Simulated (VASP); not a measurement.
A run of VASP 6.6.1 is set up as follows.

Contents of INCAR:

```
ALGO = Normal
EDIFF = 1E-6
ENCUT = 1340
GGA = PE
GGA_COMPAT = F
ISIF = 2
ISMEAR = 0
LASPH = T
LCHARG = T
LELF = T
LREAL = F
LVHAR = T
LWAVE = F
NBANDS = 28
NELM = 120
PREC = Accurate
SIGMA = 0.02
```

The input KPOINTS:

```
k-points
0
Gamma
  8 8 6
```

Contents of POSCAR:

```
BaTiO3
1.0
    4.1050132879      0.0000000000      0.0000000000
    0.0000000000      4.1050132879      0.0000000000
    0.0000000000      0.0000000000      4.1248739644
Ba Ti O
1 1 3
Direct
    0.5000000000      0.5000000000      0.5861789671
    0.0000000000      0.0000000000      0.1027879874
    0.0000000000      0.5000000000      0.0625003252
    0.5000000000      0.0000000000      0.0625003252
    0.0000000000      0.0000000000      0.5460293850
```

Potentials or basis: VASP PAW PBE potentials, release 64 (Ba_sv, Ti_sv, O_h).

The run is started by

```sh
$ cat potpaw_PBE.64/Ba_sv/POTCAR potpaw_PBE.64/Ti_sv/POTCAR potpaw_PBE.64/O_h/POTCAR > POTCAR
$ mpirun -np 1 vasp_std > vasp.out
```

Predict the largest force.

0.194 eV/Å.

Estimate the pressure.

-5.7 GPa.

Stress tensor (GPa, compression positive):
```
-7.24  0.00  0.00
 0.00 -7.24  0.00
 0.00  0.00 -2.63
```

Caveat: the cell differs from its parent crystal (biaxial strain in the a-b plane: +3.0 %); the cell stands under tension.
